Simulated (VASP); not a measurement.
# Al15N15F (a cell with a defect) in VASP: notebook, part 2 of 2

VASP 6.6.1. Earlier steps stand in the parts before.

## (4) Single point, PBE

The input, INCAR:

```
SYSTEM = Al15N15F
PREC = Accurate ; ENCUT = 520
EDIFF = 1E-6 ; ISMEAR = -1
SIGMA = 0.01 ; LREAL = Auto
LASPH = .TRUE. ; NELM = 120
ALGO = Normal ; ISIF = 2
LWAVE = .FALSE. ; LCHARG = .FALSE.
GGA = PE ; NBANDS = 84
NELECT = 126.0 ; GGA_COMPAT = .FALSE.
```

The input, KPOINTS:

```
Automatic mesh
0
Gamma
  1 1 1
  0.25 0.25 0.25
```

The input, POSCAR:

```
Al15N15F
1.0
    6.2595139102      0.0000000601      0.0000000000
   -3.1297570100      5.4208980298      0.0000000000
    0.0000000000      0.0000000000     10.0348065900
Al F N
15 1 15
Direct
    0.3307873426      0.1719036080      0.2319991474
    0.3293374837      0.1731648855      0.7524936911
    0.1642647888      0.3382092765      0.9990508590
    0.3479881480      0.6835945022      0.2443396041
    0.1743160920      0.8269764458      0.5086000946
    0.3324339688      0.6574344764      0.7515684816
    0.1681996163      0.8350784099      0.9990953050
    0.8188736257      0.1546667608      0.2440321628
    0.6770812614      0.3286130045      0.5085365024
    0.8449301874      0.1698247140      0.7517970870
    0.6673646393      0.3344125626      0.9990744440
    0.8367224152      0.6661399304      0.2457344660
    0.6886310977      0.8140439373      0.5177987940
    0.8394867233      0.6630769536      0.7553484295
    0.6693241298      0.8329744845      0.9956401159
    0.3297574957      0.1722760191      0.4360810268
    0.1626086690      0.3398393553      0.2007888820
    0.3316880220      0.1706887606      0.9453824444
    0.1687960422      0.3334386171      0.6936124050
    0.4292282002      0.8056697617      0.4246414902
    0.1690335661      0.8370952975      0.1905508269
    0.3335309074      0.6713341153      0.9429540815
    0.1743105503      0.8358765331      0.6911823293
    0.6961526468      0.0727855057      0.4239683810
    0.6655531069      0.3339134586      0.1904995752
    0.8308592565      0.1687992351      0.9431039102
    0.6665055861      0.3278634386      0.6911132617
    0.8482104044      0.6545401199      0.4399069011
    0.6743738924      0.8282039734      0.1836411990
    0.8356831367      0.6666593808      0.9412708636
    0.6738919745      0.8282669998      0.6988323210
```

Run with:

```sh
cat potpaw_PBE.64/Al/POTCAR potpaw_PBE.64/F/POTCAR potpaw_PBE.64/N/POTCAR > POTCAR
mpirun -np 1 vasp_std > vasp.out
```

It took 7.2 min on 1 thread of Intel Xeon 8259CL, shared host; peak memory 0.48 GiB.

The run converged. Its results:

```yaml
Free_energy: -233.1574 eV
Largest_force: 0.263 eV/Å
```

Forces on the atoms (eV/Å):
```
Al   0.111 -0.063 -0.018
Al   0.108 -0.065  0.050
Al  -0.116  0.060  0.002
Al   0.101 -0.115 -0.048
Al  -0.116 -0.019  0.020
Al   0.095 -0.089  0.014
Al  -0.110  0.087 -0.010
Al   0.145 -0.036 -0.055
Al  -0.062  0.084  0.033
Al   0.119 -0.042  0.000
Al  -0.136  0.045 -0.004
Al   0.109 -0.064  0.043
Al   0.132 -0.073  0.067
Al   0.138 -0.097 -0.008
Al  -0.138  0.077  0.028
F    0.055 -0.028 -0.033
N   -0.224  0.138  0.013
N    0.177 -0.099  0.027
N   -0.228  0.126 -0.033
N    0.003 -0.077 -0.076
N   -0.159  0.090  0.025
N    0.198 -0.102 -0.015
N   -0.144  0.065  0.040
N    0.079  0.048  0.020
N   -0.154  0.087  0.024
N    0.204 -0.116 -0.020
N   -0.120  0.109  0.043
N   -0.004  0.011 -0.004
N   -0.136  0.068 -0.051
N    0.215 -0.110  0.014
N   -0.141  0.099 -0.086
```

Levels at points of the mesh, in eV from the Fermi level:
```tsv
k point	band 61	band 62	band 63	band 64	band 65	band 66
(0.25, 0.25, 0.25)	-1.34	-1.25	-0.31	2.19	4.17	4.58
```

Caveat: the k points lie up to 0.58 Å⁻¹ apart; the cell carries a net charge on a neutralising background, which shifts energy and pressure; the cell is charged against a uniform background, so pressure and absolute levels hang on convention.

## (5) Single point, PBE

The input, INCAR:

```
SYSTEM = Al15N15F
ALGO = Normal
EDIFF = 1E-6
ENCUT = 520
GGA = PE
GGA_COMPAT = .False.
ISIF = 2
ISMEAR = -1
LASPH = .True.
LCHARG = .True.
LELF = .True.
LREAL = Auto
LVHAR = .True.
LWAVE = .False.
NBANDS = 84
NELECT = 128.0
NELM = 120
PREC = Accurate
SIGMA = 0.01
```

KPOINTS is that of step 4.

The input, POSCAR:

```
Al15N15F
1.0
    6.2595139128      0.0000000578      0.0000000000
   -3.1297570064      5.4208980350      0.0000000000
    0.0000000000      0.0000000000     10.0348065929
Al F N
15 1 15
Direct
    0.3315161066      0.1679587015      0.2360949453
    0.3298767458      0.1697222206      0.7504191663
    0.1647718670      0.3347237594      0.9918103379
    0.3330686773      0.6651037215      0.2558216308
    0.1548337478      0.7975130564      0.5038020120
    0.3308385170      0.6597906078      0.7481449966
    0.1654809655      0.8324135080      1.0006932008
    0.8344154273      0.1664296046      0.2558254327
    0.7021261597      0.3445789491      0.5038187067
    0.8396541894      0.1686528369      0.7481423031
    0.6671674690      0.3340911658      1.0007009712
    0.8308879067      0.6685426477      0.2504928020
    0.6603404537      0.8388508935      0.5003514860
    0.8306643389      0.6690316070      0.7501091381
    0.6643324528      0.8351737783      1.0005960350
    0.3394200582      0.1599108280      0.4285445483
    0.1668674448      0.3326796212      0.1867115018
    0.3341997863      0.1653552395      0.9436642353
    0.1681937736      0.3312556850      0.7106609093
    0.3426835082      0.6874433304      0.4361374480
    0.1643831934      0.8316158343      0.1908913976
    0.3325921517      0.6736132809      0.9416263800
    0.1671918140      0.8339698281      0.6891839040
    0.8117834260      0.1564374547      0.4361131300
    0.6678497302      0.3349521917      0.1908973240
    0.8258883043      0.1669677161      0.9416051596
    0.6657201030      0.3325187823      0.6891889741
    0.8301932381      0.6691258533      0.4403079922
    0.6675376621      0.8318697219      0.1883854328
    0.8311084620      0.6684705370      0.9400011075
    0.6667062255      0.8327295202      0.6925591542
```

Potentials or basis: VASP PAW PBE potentials, release 64 (Al, F, N).

Run with:

```sh
cat potpaw_PBE.64/Al/POTCAR potpaw_PBE.64/F/POTCAR potpaw_PBE.64/N/POTCAR > POTCAR
mpirun -np 1 vasp_std > vasp.out
```

OUTCAR:

```text
SYSTEM = Al15N15F
   EDIFF = 1E-6
   ENCUT = 520
   GGA = PE
   ISIF = 2
   ISMEAR = -1
   LASPH = .True.
   LREAL = Auto
   NELECT = 128.0
   NELM = 120
   PREC = Accurate

 ion  position               nearest neighbor table
   1  0.332  0.168  0.236-  17 1.85  25 1.88  21 1.88  16 1.93   7 2.98  11 2.98   3 3.05   8 3.11
                             4 3.11  12 3.13  12 3.13   4 3.16   8 3.16   5 3.35   9 3.36
   2  0.330  0.170  0.750-  19 1.80  23 1.92  27 1.92  18 1.94   3 3.01   6 3.06  10 3.07   7 3.11
                            11 3.11  14 3.13  14 3.13   5 3.19   9 3.19  10 3.19   6 3.20
   3  0.165  0.335  0.992-  18 1.90  22 1.90  26 1.90  17 1.96   2 3.01   6 3.01  10 3.01   1 3.05
                            11 3.11   7 3.11  15 3.13  15 3.13   7 3.15  11 3.15   8 3.20   4 3.20
   4  0.333  0.665  0.256-  20 1.81  21 1.93  17 1.93  29 1.94   5 3.01  13 3.03  12 3.11   1 3.11
                             8 3.12  15 3.13   8 3.14   7 3.14  12 3.15   1 3.16   3 3.20
   5  0.155  0.798  0.504-  20 1.77  23 1.87  28 1.88  16 2.10   9 2.83   6 2.99   4 3.01  14 3.04
                            13 3.04  12 3.10   2 3.19  13 3.23   1 3.35
   6  0.331  0.660  0.748-  19 1.82  31 1.90  23 1.92  22 1.94   5 2.99   3 3.01  13 3.06   2 3.06
                            10 3.07  14 3.10  15 3.11   7 3.13  14 3.16  10 3.19   2 3.20
   7  0.165  0.832  0.001-  22 1.86  18 1.89  21 1.91  30 1.91   1 2.98  12 3.09  14 3.10   2 3.11
                            15 3.11   3 3.11  11 3.12   6 3.13   4 3.14  11 3.14  15 3.15   3 3.15
   8  0.834  0.166  0.256-  24 1.81  25 1.93  17 1.93  29 1.94   9 3.01  13 3.03  12 3.11   1 3.11
                             4 3.12  15 3.13   4 3.14  11 3.14  12 3.15   1 3.16   3 3.20
   9  0.702  0.345  0.504-  24 1.77  27 1.87  28 1.88  16 2.11   5 2.83  10 2.99   8 3.01  14 3.04
                            13 3.04  12 3.10   2 3.19  13 3.23   1 3.36
  10  0.840  0.169  0.748-  19 1.82  31 1.90  27 1.92  26 1.94   9 2.99   3 3.01  13 3.06   2 3.07
                             6 3.07  14 3.10  15 3.11  11 3.13  14 3.16   6 3.19   2 3.19
  11  0.667  0.334  0.001-  26 1.86  18 1.89  25 1.91  30 1.91   1 2.98  12 3.09  14 3.10   2 3.11
                             3 3.11  15 3.11   7 3.12  10 3.13   8 3.14   7 3.14  15 3.15   3 3.15
  12  0.831  0.669  0.250-  29 1.88  21 1.90  28 1.90  25 1.90  15 3.09  11 3.09   7 3.09   5 3.10
                             9 3.10   4 3.11   8 3.11  13 3.11   1 3.13   1 3.13   8 3.15   4 3.15
  13  0.660  0.839  0.500-  24 1.84  20 1.84  31 1.93  28 1.94   4 3.03   8 3.03   5 3.04   9 3.04
                             6 3.06  10 3.06  14 3.11  12 3.11   5 3.23   9 3.23
  14  0.831  0.669  0.750-  31 1.87  30 1.91  27 1.92  23 1.92   5 3.04   9 3.04  15 3.09  10 3.10
                             6 3.10   7 3.10  11 3.10  13 3.11   2 3.13   2 3.13   6 3.16  10 3.16
[... 236 lines left out ...]
  ext. energy  EPLUGINS =         0.00000000
  ---------------------------------------------------
  free energy    TOTEN  =      -220.47999335 eV

  energy without entropy =     -220.47999335  energy(sigma->0) =     -220.47999335

 E-fermi :   6.9722     XC(G=0): -10.6500

 val. band max:        6.6395139169   @ k =   0.5000  -0.2500   0.2500
 cond. band min:      10.5087893675   @ k =  -0.2500   0.5000   0.2500
 fundamental gap:      3.8692754506
 Fermi energy:         6.9721570496

 k-point     1 :       0.2500    0.2500    0.2500
  band No.  band energies     occupation
      1     -19.1402      2.00000
      2      -9.1936      2.00000
      3      -8.7987      2.00000
      4      -8.6258      2.00000
      5      -8.4339      2.00000
      6      -8.3048      2.00000
[... 463 lines left out ...]
     75      12.2817      0.00000
     76      12.4540      0.00000
 [bands above 76 left out]

------------------------ aborting loop because EDIFF is reached ----------------------------------------

  FORCE on cell =-STRESS in cart. coord.  units (eV):
  Direction    XX          YY          ZZ          XY          YZ          ZX
  --------------------------------------------------------------------------------------
  -------------------------------------------------------------------------------------
  Total        9.2386472      8.7697661     16.7600969     -0.4138037     -0.1528842      0.2665543
  in kB       43.4708476     41.2646093     78.8617212     -1.9470812     -0.7193701      1.2542247
  external PRESSURE =      54.5323927 kB  Pullay stress =       0.0000000 kB

 VOLUME and BASIS-vectors are now :
 -----------------------------------------------------------------------------
  energy-cutoff  :      520.00
  volume of cell :      340.50
      direct lattice vectors                 reciprocal lattice vectors
     6.259513913  0.000000058  0.000000000     0.159756813  0.092235641  0.000000000
    -3.129757006  5.420898035  0.000000000    -0.000000002  0.184471279  0.000000000
     0.000000000  0.000000000 10.034806593     0.000000000  0.000000000  0.099653141

 POSITION                                       TOTAL-FORCE (eV/Angst)
 -----------------------------------------------------------------------------------
      1.54946      0.91049      2.36917         0.120997     -0.070739     -0.003988
      1.53368      0.92005      7.53031         0.166472     -0.093372      0.012641
     -0.01621      1.81450      9.95262        -0.130033      0.075414      0.011349
      0.00323      3.60546      2.56712         0.114734     -0.045560     -0.010523
     -1.52684      4.32324      5.05556        -0.030739      0.082155      0.058544
      0.00590      3.57666      7.50749         0.096798     -0.064532     -0.012601
[... 23 lines left out ...]
      3.11018      3.62371      9.43273         0.175569     -0.101658     -0.004463
      1.56702      4.51414      6.94970        -0.194519      0.115958     -0.132541
 -----------------------------------------------------------------------------------
    total drift:                                0.001454     -0.001899      0.003977

  FREE ENERGIE OF THE ION-ELECTRON SYSTEM (eV)
  ---------------------------------------------------
  free  energy   TOTEN  =      -220.4799933538 eV

  energy  without entropy=     -220.4799933538  energy(sigma->0) =     -220.47999335
```

OSZICAR:

```text
N       E                     dE             d eps       ncg     rms          rms(c)
DAV:   1     0.596010449772E+03    0.59601E+03   -0.60792E+04  1008   0.138E+03
DAV:   2    -0.201313029784E+03   -0.79732E+03   -0.76949E+03  1272   0.283E+02
DAV:   3    -0.257728426434E+03   -0.56415E+02   -0.56043E+02  1208   0.808E+01
DAV:   4    -0.258702466073E+03   -0.97404E+00   -0.96994E+00  1200   0.113E+01
DAV:   5    -0.258727324525E+03   -0.24858E-01   -0.24834E-01  1232   0.178E+00    0.340E+01
DAV:   6    -0.220494645682E+03    0.38233E+02   -0.15974E+02  1152   0.377E+01    0.118E+01
DAV:   7    -0.220760057090E+03   -0.26541E+00   -0.80287E+00  1232   0.976E+00    0.833E+00
DAV:   8    -0.220538860688E+03    0.22120E+00   -0.12325E+00  1200   0.406E+00    0.293E+00
DAV:   9    -0.220484232341E+03    0.54628E-01   -0.12344E-01  1200   0.207E+00    0.114E+00
DAV:  10    -0.220477376097E+03    0.68562E-02   -0.15927E-01  1160   0.132E+00    0.524E-01
DAV:  11    -0.220480861204E+03   -0.34851E-02   -0.19849E-02  1176   0.585E-01    0.268E-01
DAV:  12    -0.220479957872E+03    0.90333E-03   -0.41006E-03  1248   0.311E-01    0.895E-02
DAV:  13    -0.220479978016E+03   -0.20144E-04   -0.18871E-03  1152   0.149E-01    0.477E-02
DAV:  14    -0.220479989169E+03   -0.11153E-04   -0.14978E-04  1240   0.463E-02    0.296E-02
DAV:  15    -0.220479999373E+03   -0.10204E-04   -0.26342E-05  1200   0.195E-02    0.250E-02
DAV:  16    -0.220479992778E+03    0.65953E-05   -0.47529E-05  1264   0.264E-02    0.496E-03
DAV:  17    -0.220479993354E+03   -0.57582E-06   -0.60086E-06  1104   0.899E-03
   1 F= -.22047999E+03 E0= -.22047999E+03  d E =-.142559E-14
```

stdout:

```text
POSCAR found type information on POSCAR AlF N
 POSCAR found :  3 types and      31 ions
 scaLAPACK will be used
 LDA part: xc-table for (Slater+PW92), standard interpolation
 POSCAR, INCAR and KPOINTS ok, starting setup
 FFT: planning ... GRIDC
 FFT: planning ... GRID_SOFT
 FFT: planning ... GRID
 WAVECAR not read
 entering main loop
 the old and the new charge density differ
 old charge density:   127.00000 new  128.00000
    0.340E+01
```

Run time: 8.1 min. Hardware: 1 thread of Intel Xeon 8259CL, shared host; peak memory 0.47 GiB.

What came out:

```
Free energy   : -220.4800 eV
Largest force : 0.301 eV/Å
```

Forces in eV/Å, atoms in the order of the input:
```
Al   0.121 -0.071 -0.004
Al   0.166 -0.093  0.013
Al  -0.130  0.075  0.011
Al   0.115 -0.046 -0.011
Al  -0.031  0.082  0.059
Al   0.097 -0.065 -0.013
Al  -0.119  0.077 -0.001
Al   0.100 -0.084 -0.013
Al  -0.088 -0.013  0.061
Al   0.107 -0.052 -0.013
Al  -0.129  0.063 -0.002
Al   0.089 -0.053  0.033
Al  -0.069  0.038  0.008
Al   0.158 -0.094  0.003
Al  -0.125  0.076  0.013
F    0.042 -0.026 -0.014
N   -0.227  0.127  0.031
N    0.184 -0.105  0.043
N   -0.255  0.149 -0.056
N    0.132 -0.105 -0.022
N   -0.128  0.109 -0.033
N    0.212 -0.119 -0.033
N   -0.158  0.088  0.102
N    0.156 -0.055 -0.020
N   -0.163  0.068 -0.033
N    0.213 -0.130 -0.029
N   -0.159  0.084  0.103
N    0.064 -0.035 -0.052
N   -0.155  0.093  0.004
N    0.176 -0.102 -0.004
N   -0.195  0.116 -0.133
```

Caveat: the k points lie up to 0.58 Å⁻¹ apart; the cell carries a net charge on a neutralising background, which shifts energy and pressure; the cell is charged against a uniform background, so pressure and absolute levels hang on convention.
